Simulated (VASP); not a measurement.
# InAs2 (Fm-3m) in VASP: notebook

Runs on InAs2. Level: PBE. Tasks: single point, relaxation of cell and atoms.

Program: VASP 6.6.1. These are calculated values, not measurements. Logs are shortened: lines on timing, memory, paths and dates and some standing lists are left out, and cuts for length are marked.

### 1 The cell of the first run

The structure is cubic, space group Fm-3m (No. 225). The conventional cell has a = 6.722 Å, b = 6.722 Å, c = 6.722 Å, α = 90.00°, β = 90.00°, γ = 90.00°. Within 3.8 Å of In (site symmetry m-3m) lie 8 As at 2.91 Å. Within 3.8 Å of As (site symmetry -43m) lie 4 In at 2.91 Å and 6 As at 3.36 Å.

The cell was built from a structure type or drawn by symmetry, and may not be a known phase.

### 2 Single point, PBE

Contents of INCAR:

```
PREC     = Accurate       # precision mode
ENCUT    = 520            # plane-wave cutoff, eV
EDIFF    = 1E-7           # SCF threshold, eV
ISMEAR   = 0              # smearing method
SIGMA    = 0.1            # smearing width, eV
LREAL    = False          # projectors in reciprocal space
LASPH    = True           # aspherical terms in the spheres
NELM     = 60             # most SCF steps
ALGO     = Normal         # electronic algorithm
ISIF     = 2              # what is computed and relaxed
LWAVE    = False          # write WAVECAR
LCHARG   = True           # write CHGCAR
GGA      = PE             # functional
LELF     = True           # ELF
LVHAR    = True         
NBANDS   = 18             # bands
```

Contents of KPOINTS:

```
Automatic mesh
0
Gamma
  4 4 4
```

Contents of POSCAR:

```
InAs2
1.0
    0.0000000000      3.3611488912      3.3611488912
    3.3611488912      0.0000000000      3.3611488912
    3.3611488912      3.3611488912      0.0000000000
In As
1 2
Direct
    0.0000000000      0.0000000000      0.0000000000
    0.2500000000      0.2500000000      0.2500000000
    0.7500000000      0.7500000000      0.7500000000
```

Potentials or basis: VASP PAW PBE potentials, release 64 (In_d, As).

On the command line:

```sh
cat potpaw_PBE.64/In_d/POTCAR potpaw_PBE.64/As/POTCAR > POTCAR
mpirun -np 1 vasp_std > vasp.out
```

OUTCAR:

```text
PREC = Accurate
   ENCUT = 520
   EDIFF = 1E-7
   ISMEAR = 0
   LREAL = False
   LASPH = True
   NELM = 60
   ISIF = 2
   GGA = PE

 ion  position               nearest neighbor table
   1  0.000  0.000  0.000-   3 2.91   3 2.91   3 2.91   2 2.91   3 2.91   2 2.91   2 2.91   2 2.91

   2  0.250  0.250  0.250-   1 2.91   1 2.91   1 2.91   1 2.91
   3  0.750  0.750  0.750-   1 2.91   1 2.91   1 2.91   1 2.91

  LATTYP: Found a face centered cubic cell.
 ALAT       =     6.7222977824

  Lattice vectors:

 A1 = (   0.0000000000,   3.3611488912,   3.3611488912)
 A2 = (   3.3611488912,   0.0000000000,   3.3611488912)
 A3 = (   3.3611488912,   3.3611488912,   0.0000000000)

Analysis of symmetry for initial positions (statically):
=====================================================================
 Subroutine PRICEL returns:
 Original cell was already a primitive cell.

 Routine SETGRP: Setting up the symmetry group for a
 face centered cubic supercell.

 Subroutine GETGRP returns: Found 48 space group operations
 (whereof 48 operations were pure point group operations)
 out of a pool of 48 trial point group operations.

The static configuration has the point symmetry O_h .

Analysis of symmetry for dynamics (positions and initial velocities):
=====================================================================
 Subroutine PRICEL returns:
 Original cell was already a primitive cell.

 Routine SETGRP: Setting up the symmetry group for a
 face centered cubic supercell.

 Subroutine GETGRP returns: Found 48 space group operations
 (whereof 48 operations were pure point group operations)
 out of a pool of 48 trial point group operations.

The dynamic configuration has the point symmetry O_h .

 Subroutine INISYM returns: Found 48 space group operations
 (whereof 48 operations are pure point group operations),
 and found     1 'primitive' translations

----------------------------------------------------------------------------------------

                                     Primitive cell

  volume of cell :      75.9440

  direct lattice vectors                    reciprocal lattice vectors
     0.000000000  3.361148891  3.361148891    -0.148758658  0.148758658  0.148758658
     3.361148891  0.000000000  3.361148891     0.148758658 -0.148758658  0.148758658
     3.361148891  3.361148891  0.000000000     0.148758658  0.148758658 -0.148758658

  length of vectors
     4.753382347  4.753382347  4.753382347     0.257657555  0.257657555  0.257657555

  position of ions in fractional coordinates (direct lattice)
     0.000000000  0.000000000  0.000000000
     0.250000000  0.250000000  0.250000000
     0.750000000  0.750000000  0.750000000

  ion indices of the primitive-cell ions
   primitive index   ion index
                 1           1
                 2           2
                 3           3

----------------------------------------------------------------------------------------

 KPOINTS: Automatic mesh

Automatic generation of k-mesh.
 Grid dimensions read from file:
 generate k-points for:    4    4    4

 Generating k-lattice:

  Cartesian coordinates                     Fractional coordinates (reciprocal lattice)
    -0.037189665  0.037189665  0.037189665     0.250000000  0.000000000  0.000000000
     0.037189665 -0.037189665  0.037189665     0.000000000  0.250000000  0.000000000
     0.037189665  0.037189665 -0.037189665     0.000000000  0.000000000  0.250000000

  Length of vectors
     0.064414389  0.064414389  0.064414389

  Shift w.r.t. Gamma in fractional coordinates (k-lattice)
     0.000000000  0.000000000  0.000000000

 Subroutine IBZKPT returns following result:
 ===========================================

 Found      8 irreducible k-points:

 Following reciprocal coordinates:
            Coordinates               Weight
  0.000000  0.000000  0.000000      1.000000
  0.250000  0.000000  0.000000      8.000000
  0.500000  0.000000  0.000000      4.000000
  0.250000  0.250000  0.000000      6.000000
  0.500000  0.250000  0.000000     24.000000
 -0.250000  0.250000  0.000000     12.000000
  0.500000  0.500000  0.000000      3.000000
 -0.250000  0.500000  0.250000      6.000000
   k-points           NKPTS =      8   k-points in BZ     NKDIM =      8   number of bands    NBANDS=     18
   number of dos      NEDOS =    301   number of ions     NIONS =      3
   total plane-waves  NPLWV =  46656
   dimension x,y,z NGX =    36 NGY =   36 NGZ =   36
   dimension x,y,z NGXF=    72 NGYF=   72 NGZF=   72
   ions per type =               1   2
   NGX,Y,Z   is equivalent  to a cutoff of  12.59, 12.59, 12.59 a.u.
   NGXF,Y,Z  is equivalent  to a cutoff of  25.18, 25.18, 25.18 a.u.
 SYSTEM =  unknown system
   PREC   = accura    normal or accurate (medium, high low for compatibility)
   ISTART =      0    job   : 0-new  1-cont  2-samecut
   ICHARG =      2    charge: 1-file 2-atom 10-const
   ISPIN  =      1    spin polarized calculation?
   LNONCOLLINEAR =      F non collinear calculations
   LSORBIT =      F    spin-orbit coupling
   LASPH  =      T    aspherical Exc in radial PAW
   ENCUT  =  520.0 eV  38.22 Ry    6.18 a.u.   8.84  8.84  8.84*2*pi/ulx,y,z
   NELM   =     60;   NELMIN=  2; NELMDL= -5     # of ELM steps
   EDIFF  = 0.1E-06   stopping-criterion for ELM
   LREAL  =      F    real-space projection
   EDIFFG = 0.1E-05   stopping-criterion for IOM
   NSW    =      0    number of steps for IOM
   IBRION =     -1    ionic relax: 0-MD 1-quasi-New 2-CG
   NFREE  =      0    steps in history (QN), initial steepest desc. (CG)
   ISIF   =      2    stress and relaxation
   ISYM   =      2    0-nonsym 1-usesym 2-fastsym
   POTIM  = 0.5000    time-step for ionic-motion
   TEBEG  =    0.0;   TEEND  =   0.0 temperature during run
   PSTRESS=    0.0 pullay stress
   NELECT =      23.0000    total number of electrons
   NUPDOWN=      -1.0000    fix difference up-down
   EMIN   =  10.00;   EMAX   =-10.00  energy-range for DOS
   EFERMI =   0.00;   METHOD = LEGACY
   ISMEAR =     0;   SIGMA  =   0.10  broadening in eV -4-tet -1-fermi 0-gaus
   EFERMI_NEDOS =   21; number of points for ismear=-14 and -15
   IALGO  =     38    algorithm
   IMIX   =      4    mixing-type and parameters
     AMIX     =   0.40;   BMIX     =  1.00
     AMIX_MAG =   1.60;   BMIX_MAG =  1.00
  volume/ion in A,a.u.               =      25.31       170.83
  Fermi-wavevector in a.u.,A,eV,Ry     =   1.099393  2.077552 16.444890  1.208665
  Thomas-Fermi vector in A             =   2.235787
   LORBIT       =      0    0 simple, 1 ext, 2 COOP (PROOUT), +10 PAW based schemes
   GGA     = PE    functional components
   LHFCALC =     F    Hartree Fock is set to
   AEXX    =    0.0000 exact exchange contribution
   IVDW    =     0    specifies the selected vdW correction
   LEPSILON=     F    determine dielectric tensor
   LRPA    =     F    only Hartree local field effects (RPA)
 non-spin polarized calculation
 Gauss-broadening in eV      SIGMA  =   0.10
  energy-cutoff  :      520.00
  volume of cell :       75.94
 maximum number of plane-waves:      2085
   NGX = 17   NGY = 17   NGZ = 17

 number of electron      23.0000004 magnetization

 Free energy of the ion-electron system (eV)
  ---------------------------------------------------
  ext. energy  EPLUGINS =         0.00000000
  ---------------------------------------------------
  free energy    TOTEN  =       -10.92963939 eV

  energy without entropy =      -10.91593059  energy(sigma->0) =      -10.92278499

 E-fermi :   4.8298     XC(G=0):  -9.5605

 val. band max:        4.7571034084   @ k =   0.0000   0.0000   0.0000
 cond. band min:       4.8311059416   @ k =   0.2500   0.2500   0.0000
 fundamental gap:      0.0740025331
 Fermi energy:         4.8298439069

 k-point     1 :       0.0000    0.0000    0.0000
  band No.  band energies     occupation
      1      -9.6090      2.00000
      2      -9.6090      2.00000
      3      -9.6090      2.00000
      4      -9.5230      2.00000
      5      -9.5230      2.00000
      6      -7.6844      2.00000
[... 10 lines left out ...]
     17       7.7329      0.00000
     18      11.0464      0.00000

 k-point     2 :       0.2500    0.0000    0.0000
  band No.  band energies     occupation
      1      -9.6426      2.00000
      2      -9.5988      2.00000
      3      -9.5988      2.00000
      4      -9.5227      2.00000
      5      -9.5227      2.00000
      6      -7.1876      2.00000
[... 10 lines left out ...]
     17       9.4086      0.00000
     18      12.8098      0.00000

 k-point     3 :       0.5000    0.0000    0.0000
  band No.  band energies     occupation
      1      -9.6825      2.00000
      2      -9.5905      2.00000
      3      -9.5905      2.00000
      4      -9.5206      2.00000
      5      -9.5206      2.00000
      6      -5.8058      2.00000
[... 10 lines left out ...]
     17      11.7001      0.00000
     18      13.1235      0.00000

 k-point     4 :       0.2500    0.2500    0.0000
  band No.  band energies     occupation
      1      -9.6594      2.00000
      2      -9.5888      2.00000
      3      -9.5888      2.00000
      4      -9.5300      2.00000
      5      -9.5179      2.00000
      6      -7.0636      2.00000
[... 10 lines left out ...]
     17       9.8834      0.00000
     18      11.6016      0.00000

 k-point     5 :       0.5000    0.2500    0.0000
  band No.  band energies     occupation
      1      -9.6738      2.00000
      2      -9.6038      2.00000
      3      -9.5785      2.00000
      4      -9.5304      2.00000
      5      -9.5176      2.00000
      6      -6.0960      2.00000
[... 10 lines left out ...]
     17      11.4852      0.00000
     18      12.4332      0.00000

 k-point     6 :      -0.2500    0.2500    0.0000
  band No.  band energies     occupation
      1      -9.6452      2.00000
      2      -9.6230      2.00000
      3      -9.5869      2.00000
      4      -9.5241      2.00000
      5      -9.5231      2.00000
      6      -6.4089      2.00000
[... 10 lines left out ...]
     17      11.1648      0.00000
     18      11.5984      0.00000

 k-point     7 :       0.5000    0.5000    0.0000
  band No.  band energies     occupation
      1      -9.7110      2.00000
      2      -9.5679      2.00000
      3      -9.5679      2.00000
      4      -9.5379      2.00000
      5      -9.5129      2.00000
      6      -6.0992      2.00000
[... 10 lines left out ...]
     17      12.1030      0.00000
     18      12.5541      0.00000

 k-point     8 :      -0.2500    0.5000    0.2500
  band No.  band energies     occupation
      1      -9.6458      2.00000
      2      -9.6458      2.00000
      3      -9.5678      2.00000
      4      -9.5315      2.00000
      5      -9.5188      2.00000
      6      -5.4296      2.00000
[... 10 lines left out ...]
     17      11.3334      0.00000
     18      13.9391      0.00000

------------------------ aborting loop because EDIFF is reached ----------------------------------------

  FORCE on cell =-STRESS in cart. coord.  units (eV):
  Direction    XX          YY          ZZ          XY          YZ          ZX
  --------------------------------------------------------------------------------------
  -------------------------------------------------------------------------------------
  Total       -0.0806436     -0.0806436     -0.0806436      0.0000000      0.0000000      0.0000000
  in kB       -1.7013254     -1.7013254     -1.7013254      0.0000000      0.0000000      0.0000000
  external PRESSURE =      -1.7013254 kB  Pullay stress =       0.0000000 kB

 VOLUME and BASIS-vectors are now :
 -----------------------------------------------------------------------------
  energy-cutoff  :      520.00
  volume of cell :       75.94
      direct lattice vectors                 reciprocal lattice vectors
     0.000000000  3.361148891  3.361148891    -0.148758658  0.148758658  0.148758658
     3.361148891  0.000000000  3.361148891     0.148758658 -0.148758658  0.148758658
     3.361148891  3.361148891  0.000000000     0.148758658  0.148758658 -0.148758658

 POSITION                                       TOTAL-FORCE (eV/Angst)
 -----------------------------------------------------------------------------------
      0.00000      0.00000      0.00000        -0.000000     -0.000000     -0.000000
      1.68057      1.68057      1.68057         0.000000      0.000000      0.000000
      5.04172      5.04172      5.04172        -0.000000     -0.000000     -0.000000
 -----------------------------------------------------------------------------------
    total drift:                               -0.000000      0.000000      0.000000

  FREE ENERGIE OF THE ION-ELECTRON SYSTEM (eV)
  ---------------------------------------------------
  free  energy   TOTEN  =       -10.9296393929 eV

  energy  without entropy=      -10.9159305881  energy(sigma->0) =      -10.92278499
```

It took 18 s on 1 thread of Intel Xeon Platinum 8488C (Sapphire Rapids), shared host; peak memory 0.2 GiB.

What came out:

```yaml
Free_energy: -10.9296 eV
Pressure: -0.2 GPa
Band_gap_on_the_k_mesh: zero (an odd number of electrons rules out a gap without spin polarisation)
```

Caveat: the k points lie up to 0.40 Å⁻¹ apart, too coarse for converged energies and pressures of a metal; spin-orbit coupling is left out, which moves the levels of the heavy elements.

[end of part 1 of 2]
